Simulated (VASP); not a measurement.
Set up this calculation in VASP 6.6.1, as the native input.

```
Task                   : relaxation of cell and atoms
Functional             : PBE
Potentials or basis    : VASP PAW PBE potentials, release 64 (La, Y_sv, O)
Cutoff                 : 600 eV
k mesh                 : 12 × 12 × 12
Occupations            : gaussian, width 0.1 eV
Spin                   : no spin polarisation
Dipole correction      : no
Further INCAR settings : ALGO = Normal; EDIFF = 1e-07; IBRION = 2; EDIFFG = -0.01; NSW = 100; ISIF = 3
```

The structure of LaYO lies in POSCAR:

```
LaYO
1.0
    4.2788685900      0.0000000000      0.0000000000
   -2.1394343000      3.7056089000      0.0000000000
    0.0000000000      0.0000000000      4.2251374600
La Y O
1 1 1
Direct
    0.6666666700      0.3333333300      0.0000000000
    0.0000000000      0.0000000000      0.5000000000
    0.3333333300      0.6666666700      0.5000000000
```

The cell was built from a structure type or drawn by symmetry, and may not be a known phase.

The input as run:

INCAR

```
SYSTEM = LaYO
PREC     = Accurate       ! precision mode
ENCUT    = 600            ! plane-wave cutoff, eV
EDIFF    = 1E-7           ! SCF threshold, eV
ISMEAR   = 0              ! smearing method
SIGMA    = 0.1            ! smearing width, eV
LREAL    = .False.        ! projectors in reciprocal space
LASPH    = .True.         ! aspherical terms in the spheres
NELM     = 200            ! most SCF steps
ALGO     = Normal         ! electronic algorithm
ISIF     = 3              ! what is computed and relaxed
LWAVE    = .False.        ! write WAVECAR
LCHARG   = .False.        ! write CHGCAR
GGA      = PE             ! functional
IBRION   = 2              ! ionic algorithm
NSW      = 100            ! ionic steps
EDIFFG   = -0.01          ! ionic threshold
GGA_COMPAT= .False.      
NELMIN   = 4            
LMAXMIX  = 6              ! l up to which the mixer works
```

KPOINTS

```
regular mesh
0
Gamma
  12 12 12
  0 0 0
```

Potentials or basis: VASP PAW PBE potentials, release 64 (La, Y_sv, O).

Launch:

```bash
$ cat potpaw_PBE.64/La/POTCAR potpaw_PBE.64/Y_sv/POTCAR potpaw_PBE.64/O/POTCAR > POTCAR
$ mpirun -np 1 vasp_std > vasp.out
```

It gave:

```json
{"Relaxed volume": "25.67 Å³/atom", "Relaxed cell": "a = 3.758 Å, b = 3.758 Å, c = 6.295 Å, α = 90.00°, β = 90.00°, γ = 120.00°", "Space group after relaxing (to 0.1 Å)": "P-6m2 (No. 187)", "Pressure after relaxing": "0.0 GPa", "Band gap on the k mesh": "zero (bands 14 and 15 overlap by 0.18 eV)"}
```

Caveat: a cell axis changed by over 15 % at a fixed basis, so the end point is rough; spin-orbit coupling is left out, which moves the levels of the heavy elements.

Run time: 38 min on 1 thread of Intel(R) Xeon(R) 6975P-C (Granite Rapids), on a shared host, peak memory 0.45 GiB.
